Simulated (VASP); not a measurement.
Nb, 1 atom in the cell. Symmetry: Im-3m, No. 229, cubic system. The conventional cell has a = 3.275 Å, b = 3.275 Å, c = 3.275 Å, α = 90.00°, β = 90.00°, γ = 90.00°. Within 3.7 Å of Nb (site symmetry m-3m) lie 14 Nb at 2.84 to 3.28 Å. 

```yaml
Program: VASP 6.6.1
Task: single point
Functional: PBEsol
Potentials_or_basis: VASP PAW PBE potentials, release 64 (Nb_sv)
Cutoff: 500 eV
k_mesh: 7 × 7 × 7
Occupations: gaussian, width 0.05 eV
Spin: no spin polarisation
Dipole_correction: no
Further_INCAR_settings: ALGO = Normal; EDIFF = 1e-06; NBANDS = 12
```

Potentials or basis: VASP PAW PBE potentials, release 64 (Nb_sv).

The run is started by

```bash
$ cat potpaw_PBE.64/Nb_sv/POTCAR > POTCAR
$ mpirun -np 1 vasp_std > vasp.out
```

Hardware: 1 thread of Intel(R) Xeon(R) Platinum 8375C CPU @ 2.90GHz (Ice Lake), with other jobs on the host.

Q: Estimate the wall time of this run.

A: Wall time 7.4 s on 1 thread of Intel(R) Xeon(R) Platinum 8375C CPU @ 2.90GHz (Ice Lake) (shared host), peak memory 0.13 GiB. Counts: scf iterations 12, k points 20.
